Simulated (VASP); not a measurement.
Input of a VASP 6.6.1 run:

File INCAR:

```
ALGO = Normal
EDIFF = 1E-7
EDIFFG = -0.04
ENCUT = 500
GGA = PE
GGA_COMPAT = F
IBRION = 2
ISIF = 3
ISMEAR = 0
LASPH = T
LCHARG = F
LMAXMIX = 6
LREAL = F
LWAVE = F
NELM = 200
NELMIN = 4
NSW = 90
PREC = Accurate
SIGMA = 0.1
```

File KPOINTS:

```
k-points
0
Gamma
  4 4 4
```

POSCAR

```
Na3SmP2
1.0
    4.2992417200      0.0000000000      0.0000000000
    0.0000000000      4.2992417200      0.0000000000
    0.0000000000      0.0000000000      7.3283433000
Na Sm P
3 1 2
Direct
    0.0000000000      0.5000000000      0.5000000000
    0.5000000000      0.0000000000      0.5000000000
    0.5000000000      0.5000000000      0.5000000000
    0.0000000000      0.0000000000      0.0000000000
    0.0000000000      0.0000000000      0.2770346500
    0.0000000000      0.0000000000      0.7229653500
```

Potentials or basis: VASP PAW PBE potentials, release 64 (Na_pv, Sm_3, P), 4f in core.

Command:

```console
$ cat potpaw_PBE.64/Na_pv/POTCAR potpaw_PBE.64/Sm_3/POTCAR potpaw_PBE.64/P/POTCAR > POTCAR
$ mpirun -np 1 vasp_std > vasp.out
```

Problem. What does it give for the band gap on the k mesh?

Solution. Zero (bands 21 and 22 overlap by 0.43 eV).

Problem. Predict the space group after relaxing (to 0.1 Å).

Solution. P4/mmm (No. 123).

Problem. Estimate the relaxed volume.

Solution. 39.08 Å³/atom.

Problem. Estimate the relaxed cell.

Solution. a = 5.681 Å, b = 5.681 Å, c = 7.265 Å, α = 90.00°, β = 90.00°, γ = 90.00°.

Forces on the atoms (eV/Å):
```
Na   0.000  0.000  0.000
Na   0.000  0.000  0.000
Na   0.000  0.000  0.000
Sm   0.000  0.000  0.000
P    0.000  0.000 -0.024
P    0.000  0.000  0.024
```

Caveat: the k points lie up to 0.28 Å⁻¹ apart in the final cell; the volume moved by over 15 % at a fixed basis, so the end points are rough; spin-orbit coupling is left out, which moves the levels of the heavy elements; the 4f electrons are frozen in the core, so they carry no moment and show no levels. Spin polarisation is off, so any magnetic state and its effect on volume and gap are missing.
